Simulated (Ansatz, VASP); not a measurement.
## One calculation of Zn, two programs

The input POSCAR:

```
Zn
1.0
    2.6187264646      0.0000000000      0.0000000000
   -1.3093632323      2.2678836439      0.0000000000
    0.0000000000      0.0000000000      4.8388970683
Zn
2
Direct
    0.3333333333      0.6666666667      0.2500000000
    0.6666666667      0.3333333333      0.7500000000
```

File INCAR.step1:

```
ALGO = Normal
EDIFF = 1E-4
ENCUT = 520
GGA = PE
ISMEAR = 1
LASPH = T
LCHARG = F
LREAL = F
LWAVE = T
NBANDS = 19
NELM = 60
PREC = Accurate
SIGMA = 1.0
```

Contents of INCAR.step2:

```
ALGO = Normal
EDIFF = 1E-6
ENCUT = 520
ISIF = 2
ISMEAR = 1
ISTART = 1
LASPH = T
LCHARG = F
LMIXTAU = T
LREAL = F
LWAVE = F
METAGGA = R2SCAN
NBANDS = 19
NELM = 60
PREC = Accurate
SIGMA = 1.0
```

The input KPOINTS:

```
k-points
0
Gamma
  14 14 7
```

Input for Ansatz:

```yaml
crystal:
  lattice:
    - [2.6187264646, 0.0, 0.0]
    - [-1.3093632323, 2.2678836439, 0.0]
    - [0.0, 0.0, 4.8388970683]
  atoms:
    - { symbol: Zn, position: [0.3333333333, 0.6666666667, 0.25] }
    - { symbol: Zn, position: [0.6666666667, 0.3333333333, 0.75] }
hamiltonian:
  xc: r2scan
  pseudopotentials:
    kind: paw
    azcp:
      Zn: "pseudopotentials/Zn.paw.azcp"
basis:
  ecutwfc: 500
  fft_grid_basis: typed
kpoints:
  mp_grid: { grid: [14, 14, 7], shift: [0, 0, 0] }
magnetization:
  spin_polarized: false
scf:
  occupations: { method: methfessel_paxton, width: 1.0 }
  lower_state_search: "off"
output:
  stress: true
  write_density: true
  write_potential: true
  elf: true
  volumetric_format: npy
```

Alike in both runs: task single point; functional r2SCAN; k mesh 14 × 14 × 7; occupations methfessel-paxton of order 1, width 1 eV; no spin polarisation.

|  | VASP | Ansatz |
| --- | --- | --- |
| version | VASP 6.6.1 | Ansatz 0.2.0 |
| potentials or method | VASP PAW PBE potentials, release 64 (Zn), cutoff 520 eV | plane waves (500 eV) with PAW, scalar-relativistic |
| valence electrons in the cell | 24 | 24 |

VASP gave:

* pressure (GPa): 0.4
* traceless stress, the component that is largest in VASP (GPa): 0.00

Problem. Which values does Ansatz return?

Solution. Pressure (GPa): -0.1; traceless stress, the component that is largest in VASP (GPa): 0.14.

VASP's potentials were made for PBE, not for r2SCAN. With one functional, cell and mesh, what is left measures potentials, basis and numerics.
